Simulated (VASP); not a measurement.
A run of VASP 6.6.1:

File INCAR:

```
SYSTEM = Rb
PREC = Accurate
ENCUT = 520
EDIFF = 1E-6
ISMEAR = -1
SIGMA = 0.05
LREAL = .False.
LASPH = .True.
NELM = 150
ALGO = Fast
ISIF = 2
LWAVE = .False.
LCHARG = .False.
LNONCOLLINEAR = .True.
MAGMOM = 0 0 0
LORBIT = 11
LSORBIT = .True.
GGA_COMPAT = .False.
LORBMOM = .True.
GGA = PE
IVDW = 12
NBANDS = 20
```

Contents of KPOINTS:

```
Automatic mesh
0
Gamma
  7 7 7
  0 0 0
```

The input POSCAR:

```
Rb
1.0
   -2.9346823254      2.9346823254      2.7125168232
    2.9346823254     -2.9346823254      2.7125168232
    2.9346823254      2.9346823254     -2.7125168232
Rb
1
Direct
    0.0000000000      0.0000000000      0.0000000000
```

Potentials or basis: VASP PAW PBE potentials, release 64 (Rb_sv).

Launch:

```sh
$ cat potpaw_PBE.64/Rb_sv/POTCAR > POTCAR
$ mpirun -np 1 vasp_ncl > vasp.out
```

Hardware: 1 thread of Intel(R) Xeon(R) 6975P-C (Granite Rapids), with other jobs on the host.

Task: Estimate the wall time of this run.

Result: Run time: 110 s on 1 thread of Intel(R) Xeon(R) 6975P-C (Granite Rapids) (shared host), peak memory 0.52 GiB. Counts: scf iterations 12, k points 40.
